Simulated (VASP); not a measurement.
Write the native input for VASP 6.6.1 that does the following.

| Property | Result |
| --- | --- |
| Task | single point |
| Functional | LDA |
| Potentials or basis | VASP PAW LDA potentials, release 64 (Al, O) |
| Cutoff | 520 eV |
| k mesh | 5 × 5 × 5 |
| Occupations | gaussian, width 0.01 eV |
| Spin | no spin polarisation |
| Dipole correction | no |
| Further INCAR settings | ALGO = Normal; EDIFF = 1e-06; NBANDS = 35 |

The structure of Al2O3 lies in POSCAR:

```
Al2O3
1.0
    2.3646090842      1.3652076913      4.2971942276
   -2.3646090842      1.3652076913      4.2971942276
    0.0000000000     -2.7304153826      4.2971942276
Al O
4 6
Direct
    0.3520202059      0.3520202059      0.3520202059
    0.1479797941      0.1479797941      0.1479797941
    0.6479797941      0.6479797941      0.6479797941
    0.8520202059      0.8520202059      0.8520202059
    0.5558485310      0.9441514690      0.2500000000
    0.2500000000      0.5558485310      0.9441514690
    0.9441514690      0.2500000000      0.5558485310
    0.4441514690      0.0558485310      0.7500000000
    0.7500000000      0.4441514690      0.0558485310
    0.0558485310      0.7500000000      0.4441514690
```

These files were run (other wordings do the same):

INCAR

```
ALGO = Normal ; EDIFF = 1E-6
ENCUT = 520 ; GGA = CA
ISIF = 2 ; ISMEAR = 0
LASPH = True ; LCHARG = False
LREAL = False ; LWAVE = False
NBANDS = 35 ; NELM = 60
PREC = Accurate ; SIGMA = 0.01
```

KPOINTS

```
k-points
0
Gamma
  5 5 5
```

Potentials or basis: VASP PAW LDA potentials, release 64 (Al, O).

Run with:

```console
$ cat potpaw_LDA.64/Al/POTCAR potpaw_LDA.64/O/POTCAR > POTCAR
$ mpirun -np 1 vasp_std > vasp.out
```

Results of the run:

The pressure is 0.8 GPa. The largest force is 0.011 eV/Å. The band gap on the k mesh is 6.44 eV, direct.

Wall time 47 s on 1 thread of Intel(R) Xeon(R) Platinum 8488C (Sapphire Rapids) (shared host), peak memory 0.2 GiB.
